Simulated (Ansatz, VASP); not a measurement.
## Ta2B2O: VASP beside Ansatz

INCAR

```
ALGO = Normal
EDIFF = 1E-6
ENCUT = 520
GGA = PE
ISIF = 2
ISMEAR = 0
LASPH = T
LCHARG = F
LREAL = F
LWAVE = F
NBANDS = 25
NELM = 80
PREC = Accurate
SIGMA = 0.1
```

Contents of KPOINTS:

```
k-points
0
Gamma
  6 6 4
```

File POSCAR:

```
Ta2B2O
1.0
    3.1363860700      0.0000000000      0.0000000000
   -1.5681930300      2.7161900100      0.0000000000
    0.0000000000      0.0000000000      7.3646926500
Ta B O
2 2 1
Direct
    0.0000000000      0.0000000000      0.0000000000
    0.3333333300      0.6666666700      0.5000000000
    0.3333333300      0.6666666700      0.2428985600
    0.3333333300      0.6666666700      0.7571014400
    0.0000000000      0.0000000000      0.5000000000
```

Input for Ansatz:

```yaml
crystal:
  lattice:
    - [3.13638607, 0.0, 0.0]
    - [-1.56819303, 2.71619001, 0.0]
    - [0.0, 0.0, 7.36469265]
  atoms:
    - { symbol: Ta, position: [0.0, 0.0, 0.0] }
    - { symbol: Ta, position: [0.33333333, 0.66666667, 0.5] }
    - { symbol: B, position: [0.33333333, 0.66666667, 0.24289856] }
    - { symbol: B, position: [0.33333333, 0.66666667, 0.75710144] }
    - { symbol: O, position: [0.0, 0.0, 0.5] }
basis:
  ecutwfc: 420
kpoints:
  mp_grid: { grid: [6, 6, 4] }
hamiltonian:
  xc: pbe
scf:
  occupations: { method: gaussian, width: 0.1 }
  lower_state_search: "off"
output:
  forces: true
  stress: true
  eigenvalues: true
```

Alike in both runs: task single point; functional PBE; k mesh 6 × 6 × 4; occupations gaussian, width 0.1 eV; no spin polarisation.

```csv
,VASP,Ansatz
version,VASP 6.6.1,Ansatz 0.2.0
potentials or method,"VASP PAW PBE potentials, release 64 (Ta_pv, B, O), cutoff 520 eV","scalar-relativistic, plane waves, PAW"
valence electrons in the cell,34,38
```

```tsv
	VASP	Ansatz	Ansatz less VASP
gap on the k mesh at the Fermi level (eV)	none	none	-
rms of the force components (eV/Å)	2.553	2.514	-0.0398
```

Atom by atom the forces differ by 0.040 eV/Å (rms over components). A gap of «none» marks a metal or a gap that the smearing closes. VASP's potentials hold 34 valence electrons a cell and Ansatz's 38, so a difference there can come from the potentials and not from the codes.

The k mesh is coarse, so the values compare programs but aren't converged. Neither program's run includes spin-orbit coupling.
